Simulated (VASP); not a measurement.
# ScAl3N4 (P1) in VASP: single point with r2SCAN

Aim: the single point of ScAl3N4 with r2SCAN.

All numbers are computed with VASP 6.6.1; they aren't measurements. Logs are shortened: lines on timing, memory, paths and dates and some standing lists are left out, and cuts for length are marked.

## 1. The cell of the first run

The typed cell holds 16 atoms: a = 5.578 Å, b = 5.902 Å, c = 6.513 Å, α = 106.01°, β = 89.96°, γ = 118.12°.

## 2. Single point, r2SCAN (atoms moved along the polar distortion)

Contents of POSCAR:

```
ScAl3N4
1.0
    4.8313218619     -2.7871272297     -0.0047338817
   -3.2260085570     -0.0174647845     -4.9426776899
    3.2583463650      5.6391541739     -0.0013494639
Sc Al N
2 6 8
Direct
    0.3570647266      0.0492122379      0.0092992479
    0.9439617502      0.5450656501      0.1372759871
    0.8456582175      0.0309736354      0.2608172667
    0.3515842627      0.0359198566      0.5117274390
    0.8537579319      0.0366291823      0.7556437936
    0.4305137372      0.5319574882      0.3885949837
    0.9346500538      0.5345903831      0.6334846344
    0.4353320793      0.5406455264      0.8798033228
    0.6073527039      0.5726551082      0.1445965469
    0.1302014843      0.5833660291      0.4054009246
    0.6276170122      0.5817306710      0.6436071264
    0.1269297722      0.5824221763      0.8871933039
    0.7186082306      0.0764527940      0.0191124142
    0.1983266532      0.0739570818      0.2771189416
    0.7043968056      0.0801510113      0.5198336134
    0.2060445789      0.0882711683      0.7624904537
```

Contents of INCAR.step1:

```
SYSTEM = ScAl3N4
PREC     = Accurate       ! precision mode
ENCUT    = 520            ! plane-wave cutoff, eV
ISMEAR   = 0              ! smearing method
SIGMA    = 0.01           ! smearing width, eV
LREAL    = Auto         
LASPH    = .TRUE.         ! aspherical terms in the spheres
NELM     = 80             ! most SCF steps
NBANDS   = 54             ! bands
GGA      = PE             ! functional
ALGO     = Normal         ! electronic algorithm
EDIFF    = 1E-4           ! SCF threshold, eV
LWAVE    = .TRUE.         ! write WAVECAR
LCHARG   = .FALSE.        ! write CHGCAR
```

Contents of INCAR.step2:

```
SYSTEM = ScAl3N4
PREC     = Accurate       ! precision mode
ENCUT    = 520            ! plane-wave cutoff, eV
EDIFF    = 1E-6           ! SCF threshold, eV
ISMEAR   = 0              ! smearing method
SIGMA    = 0.01           ! smearing width, eV
LREAL    = Auto         
LASPH    = .TRUE.         ! aspherical terms in the spheres
NELM     = 80             ! most SCF steps
ALGO     = Normal         ! electronic algorithm
ISIF     = 2              ! what is computed and relaxed
LWAVE    = .FALSE.        ! write WAVECAR
LCHARG   = .FALSE.        ! write CHGCAR
METAGGA  = R2SCAN         ! meta-GGA
LMIXTAU  = .TRUE.       
NBANDS   = 54             ! bands
ISTART   = 1
```

Contents of KPOINTS:

```
regular mesh
0
G
  6 6 4
  0 0 0
```

Potentials or basis: VASP PAW PBE potentials, release 64 (Sc_sv, Al, N).

On the command line:

```bash
$ cat potpaw_PBE.64/Sc_sv/POTCAR potpaw_PBE.64/Al/POTCAR potpaw_PBE.64/N/POTCAR > POTCAR
$ cp INCAR.step1 INCAR
$ mpirun -np 1 vasp_std > vasp.out
$ cp INCAR.step2 INCAR
$ mpirun -np 1 vasp_std > vasp.out
```

OUTCAR:

```text
SYSTEM = ScAl3N4
   PREC = Accurate
   ENCUT = 520
   EDIFF = 1E-6
   ISMEAR = 0
   LREAL = Auto
   LASPH = .TRUE.
   NELM = 80
   ISIF = 2
   METAGGA = R2SCAN
   ISTART = 1

 ion  position               nearest neighbor table
   1  0.357  0.049  0.009-  16 1.93  13 1.95  14 1.96  12 2.31   9 2.59   6 3.07   8 3.08   2 3.10
                             8 3.12   2 3.12   7 3.15   5 3.22   4 3.22   3 3.24   5 3.24   3 3.26
   2  0.944  0.545  0.137-  12 1.93  10 1.93   9 1.96  13 2.32   3 3.06   4 3.07   1 3.10   1 3.12
                             5 3.15   3 3.15   6 3.21   8 3.22   7 3.25   7 3.26   6 3.28   8 3.28
   3  0.846  0.031  0.261-  14 1.86  13 1.86  15 1.87   9 2.27   2 3.06   8 3.09   7 3.10   6 3.10
                             6 3.11   2 3.15   4 3.21   5 3.21   1 3.24   4 3.25   1 3.26   5 3.30
   4  0.352  0.036  0.512-  16 1.84  15 1.86  14 1.87  10 2.24   2 3.07   6 3.08   7 3.09   8 3.10
                             7 3.10   6 3.10   5 3.20   3 3.21   5 3.22   1 3.22   3 3.25   1 3.29
   5  0.854  0.037  0.756-  16 1.84  13 1.87  15 1.88  11 2.25   7 3.08   8 3.09   7 3.09   8 3.10
                             6 3.10   2 3.15   4 3.20   3 3.21   1 3.22   4 3.22   1 3.24   3 3.30
   6  0.431  0.532  0.389-  10 1.84  11 1.87   9 1.88  14 2.27   1 3.07   4 3.08   4 3.10   5 3.10
                             3 3.10   3 3.11   8 3.19   7 3.20   2 3.21   7 3.23   2 3.28   8 3.33
   7  0.935  0.535  0.633-  10 1.85  12 1.85  11 1.86  15 2.25   5 3.08   4 3.09   5 3.09   4 3.10
                             3 3.10   1 3.15   6 3.20   8 3.20   8 3.22   6 3.23   2 3.25   2 3.26
   8  0.435  0.541  0.880-  12 1.85  11 1.88   9 1.89  16 2.24   1 3.08   5 3.09   3 3.09   4 3.10
                             5 3.10   1 3.12   6 3.19   7 3.20   2 3.22   7 3.22   2 3.28   6 3.33
   9  0.607  0.573  0.145-   6 1.88   8 1.89   2 1.96   3 2.27   1 2.59
  10  0.130  0.583  0.405-   6 1.84   7 1.85   2 1.93   4 2.24
  11  0.628  0.582  0.644-   7 1.86   6 1.87   8 1.88   5 2.25
  12  0.127  0.582  0.887-   8 1.85   7 1.85   2 1.93   1 2.31
  13  0.719  0.076  0.019-   3 1.86   5 1.87   1 1.95   2 2.32
  14  0.198  0.074  0.277-   3 1.86   4 1.87   1 1.96   6 2.27
  15  0.704  0.080  0.520-   4 1.86   3 1.87   5 1.88   7 2.25
  16  0.206  0.088  0.762-   4 1.84   5 1.84   1 1.93   8 2.24

  LATTYP: Found a triclinic cell.
 ALAT       =     5.9023299615
 B/A-ratio  =     0.9449850251
 C/A-ratio  =     1.1034328000
 COS(alpha) =     0.0006905867
 COS(beta)  =     0.2758334669
 COS(gamma) =     0.4712448337

  Lattice vectors:

 A1 = (   3.2260085570,   0.0174647845,   4.9426776899)
 A2 = (   4.8313218619,  -2.7871272297,  -0.0047338817)
 A3 = (   3.2583463650,   5.6391541739,  -0.0013494639)

Analysis of symmetry for initial positions (statically):
=====================================================================
 Subroutine PRICEL returns:
 Original cell was already a primitive cell.

 Routine SETGRP: Setting up the symmetry group for a
[... 162 lines left out ...]
   EFERMI =   0.00;   METHOD = LEGACY
   ISMEAR =     0;   SIGMA  =   0.01  broadening in eV -4-tet -1-fermi 0-gaus
   EFERMI_NEDOS =   21; number of points for ismear=-14 and -15
   IALGO  =     38    algorithm
   IMIX   =      4    mixing-type and parameters
     AMIX     =   0.40;   BMIX     =  1.00
     AMIX_MAG =   1.60;   BMIX_MAG =  1.00
  volume/ion in A,a.u.               =      11.23        75.77
  Fermi-wavevector in a.u.,A,eV,Ry     =   1.250161  2.362461 21.264567  1.562902
  Thomas-Fermi vector in A             =   2.384168
   LORBIT       =      0    0 simple, 1 ext, 2 COOP (PROOUT), +10 PAW based schemes
   METAGGA = R2SCAN    functional components
   LHFCALC =     F    Hartree Fock is set to
   AEXX    =    0.0000 exact exchange contribution
   IVDW    =     0    specifies the selected vdW correction
   LEPSILON=     F    determine dielectric tensor
   LRPA    =     F    only Hartree local field effects (RPA)
 non-spin polarized calculation
 Gauss-broadening in eV      SIGMA  =   0.01
  energy-cutoff  :      520.00
  volume of cell :      179.65
 maximum number of plane-waves:      4860
 NGX is ok and might be reduce to    42
   NGX = 21   NGY = 21   NGZ = 25

 number of electron      79.9999999 magnetization

 Free energy of the ion-electron system (eV)
  ---------------------------------------------------
  ext. energy  EPLUGINS =         0.00000000
  ---------------------------------------------------
  free energy    TOTEN  =      -160.46917739 eV

  energy without entropy =     -160.46917739  energy(sigma->0) =     -160.46917739

 E-fermi :   6.1220     XC(G=0): -11.4339

 val. band max:        6.0184811015   @ k =   0.0000   0.0000   0.0000
 cond. band min:       9.1472171534   @ k =   0.0000  -0.3333   0.2500
 fundamental gap:      3.1287360518
 Fermi energy:         6.1220154573

 k-point     1 :       0.0000    0.0000    0.0000
  band No.  band energies     occupation
      1     -43.1968      2.00000
      2     -43.1527      2.00000
      3     -21.2849      2.00000
      4     -21.1634      2.00000
      5     -21.1492      2.00000
      6     -21.1448      2.00000
[... 1309 lines left out ...]
     51      12.4897      0.00000
     52      13.0460      0.00000

 [... further k-points ...]

 [bands above 52 left out]

------------------------ aborting loop because EDIFF is reached ----------------------------------------

  FORCE on cell =-STRESS in cart. coord.  units (eV):
  Direction    XX          YY          ZZ          XY          YZ          ZX
  --------------------------------------------------------------------------------------
  -------------------------------------------------------------------------------------
  Total       13.8782192     12.7619169    -14.1349809     -1.0989673      0.5540266     -0.0670234
  in kB      123.7733954    113.8176131   -126.0633341     -9.8011791      4.9411062     -0.5977509
  external PRESSURE =      37.1758915 kB  Pullay stress =       0.0000000 kB

 VOLUME and BASIS-vectors are now :
 -----------------------------------------------------------------------------
  energy-cutoff  :      520.00
  volume of cell :      179.65
      direct lattice vectors                 reciprocal lattice vectors
     4.831321862 -2.787127230 -0.004733882     0.155152796 -0.089672628 -0.100948952
    -3.226008557 -0.017464785 -4.942677690    -0.000169535  0.000049569 -0.202209006
     3.258346365  5.639154174 -0.001349464     0.076683064  0.133011409 -0.050519830

 POSITION                                       TOTAL-FORCE (eV/Angst)
 -----------------------------------------------------------------------------------
      1.59664     -0.94360     -0.24494        -0.179787      0.124764      0.781987
      3.24949     -1.86634     -2.69874         0.098936      0.142112      0.697278
      4.83556     -0.88671     -0.15745         0.152926      0.115665      0.770488
      3.25012      1.90517     -0.17990        -0.252178      0.016842      0.978706
      6.46876      1.88102     -0.18611        -0.140642     -0.125546      0.994173
      1.63003      0.98216     -2.63186         0.074960      0.024613      0.731960
[... 8 lines left out ...]
      4.83840      0.96678     -0.40020         0.011556      0.045153     -1.009395
      3.19516      3.72399     -0.43830        -1.904326     -1.243049     -1.215511
 -----------------------------------------------------------------------------------
    total drift:                               -0.000208     -0.000600      0.004549

  FREE ENERGIE OF THE ION-ELECTRON SYSTEM (eV)
  ---------------------------------------------------
  free  energy   TOTEN  =      -160.4691773862 eV

  energy  without entropy=     -160.4691773862  energy(sigma->0) =     -160.46917739
```

OSZICAR.step1:

```text
N       E                     dE             d eps       ncg     rms          rms(c)
DAV:   1     0.101788211823E+04    0.10179E+04   -0.34456E+04  8216   0.144E+03
DAV:   2     0.589887286108E+02   -0.95889E+03   -0.92090E+03  8320   0.459E+02
DAV:   3    -0.132944073269E+03   -0.19193E+03   -0.18275E+03 12780   0.177E+02
DAV:   4    -0.145959150733E+03   -0.13015E+02   -0.12933E+02 13360   0.590E+01
DAV:   5    -0.146171468121E+03   -0.21232E+00   -0.21183E+00 13360   0.981E+00    0.347E+01
DAV:   6    -0.121496362130E+03    0.24675E+02   -0.11300E+02 12696   0.519E+01    0.132E+01
DAV:   7    -0.121981970285E+03   -0.48561E+00   -0.84083E+00 13032   0.170E+01    0.939E+00
DAV:   8    -0.121878039979E+03    0.10393E+00   -0.58557E-01 12664   0.551E+00    0.221E+00
DAV:   9    -0.121878285020E+03   -0.24504E-03   -0.55489E-02 12112   0.149E+00    0.525E-01
DAV:  10    -0.121874522717E+03    0.37623E-02   -0.25772E-02 12168   0.808E-01    0.256E-01
DAV:  11    -0.121875244017E+03   -0.72130E-03   -0.36486E-03 11696   0.365E-01    0.134E-01
DAV:  12    -0.121875517852E+03   -0.27384E-03   -0.85493E-04  9168   0.158E-01    0.587E-02
DAV:  13    -0.121875539355E+03   -0.21502E-04   -0.20561E-04  6480   0.119E-01
   1 F= -.12187554E+03 E0= -.12187554E+03  d E =-.308226-132
```

Wall time 1.5 h (1 thread of Oxide Virtual Turin-like, shared host); peak memory 0.58 GiB.

What came out:

- Free energy: -160.4692 eV
- Pressure: 3.7 GPa
- Largest force: 2.602 eV/Å
- Band gap on the k mesh: 3.13 eV (least direct gap 3.21 eV)

Forces on the atoms (eV/Å):
```
Sc  -0.180  0.125  0.782
Sc   0.099  0.142  0.697
Al   0.153  0.116  0.770
Al  -0.252  0.017  0.979
Al  -0.141 -0.126  0.994
Al   0.075  0.025  0.732
Al   0.178 -0.154  1.106
Al   0.021 -0.110  0.967
N   -2.137  1.182 -0.647
N    1.925  1.331 -1.139
N    0.052  0.063 -1.019
N   -0.143 -2.416 -0.751
N    2.088 -1.250 -0.591
N    0.154  2.254 -0.656
N    0.012  0.045 -1.009
N   -1.904 -1.243 -1.216
```

Stress tensor (GPa, compression positive):
```
 12.38  -0.98  -0.06
 -0.98  11.38   0.49
 -0.06   0.49 -12.61
```

Caveat: the cell differs from its parent crystal (atoms moved along the polar distortion); the stress differs along the axes, from -13 to 12 GPa; the PAW data sets were made with another functional, which shifts forces and pressure a little. A k mesh can miss the band edges.
